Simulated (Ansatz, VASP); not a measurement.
**BN in VASP and in Ansatz**

```
B N
1.0
     2.50419    0.00000    0.00000
     0.00000    3.76980    0.00000
     0.00000    0.00000   25.68251
B N
6 6
Direct
  0.50000 0.78033 0.29203
  0.00000 0.55970 0.37001
  0.50000 0.33906 0.44800
  0.00000 0.11843 0.52598
  0.50000 0.89780 0.60397
  0.00000 0.67717 0.68195
  0.00000 0.70716 0.31805
  0.50000 0.48653 0.39603
  0.00000 0.26590 0.47402
  0.50000 0.04527 0.55200
  0.00000 0.82463 0.62999
  0.50000 0.60400 0.70797
```

Alike in both runs: task single point; functional PBEsol; k mesh 11 × 7 × 1; occupations gaussian, width 0.05 eV; no spin polarisation.

```csv
,VASP,Ansatz
version,VASP 6.6.1,Ansatz 0.2.0
potentials or method,"VASP PAW PBE potentials, release 64 (B, N), cutoff 520 eV","scalar-relativistic, plane waves, PAW"
valence electrons in the cell,48,48
```

```tsv
	VASP	Ansatz	Ansatz less VASP
gap on the k mesh at the Fermi level (eV)	none	none	-
rms of the force components (eV/Å)	0.663	0.663	-0.0004
```

VASP's potentials were made for PBE, not for PBEsol. A gap of «none» marks a metal or a gap that the smearing closes. With one functional, cell and mesh, what is left measures potentials, basis and numerics. Ansatz's warnings: xc potential rough in thin density.
